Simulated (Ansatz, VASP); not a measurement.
Ag: VASP beside Ansatz

```xyz
1
Lattice="-1.6557 1.6557 1.6557 1.6557 -1.6557 1.6557 1.6557 1.6557 -1.6557" Properties=species:S:1:pos:R:3 pbc="T T T"
Ag    0.0000    0.0000    0.0000
```

Alike in both runs: task relaxation of cell and atoms; functional r2SCAN; k mesh 18 × 18 × 18; occupations gaussian, width 0.1 eV; no spin polarisation.

```csv
,VASP,Ansatz
version,VASP 6.6.1,Ansatz 0.2.0
potentials or method,"VASP PAW PBE potentials, release 64 (Ag), cutoff 600 eV","scalar-relativistic, plane waves, PAW"
valence electrons in the cell,11,19
```

Ansatz gave:

* gap on the k mesh at the Fermi level, each at its own relaxed structure (eV): none
* relaxed volume (Å³/atom): 17.46
* relaxed length of the cell vector where the two differ most in proportion (Å): 2.831

Q: Estimate VASP's values.

A: gap on the k mesh at the Fermi level, each at its own relaxed structure (eV): none; relaxed volume (Å³/atom): 17.48; relaxed length of the cell vector where the two differ most in proportion (Å): 2.832.

VASP's potentials were made for PBE, not for r2SCAN. A gap of «none» marks a metal or a gap that the smearing closes. VASP's potentials hold 11 valence electrons a cell and Ansatz's 19, so a difference there can come from the potentials and not from the codes.
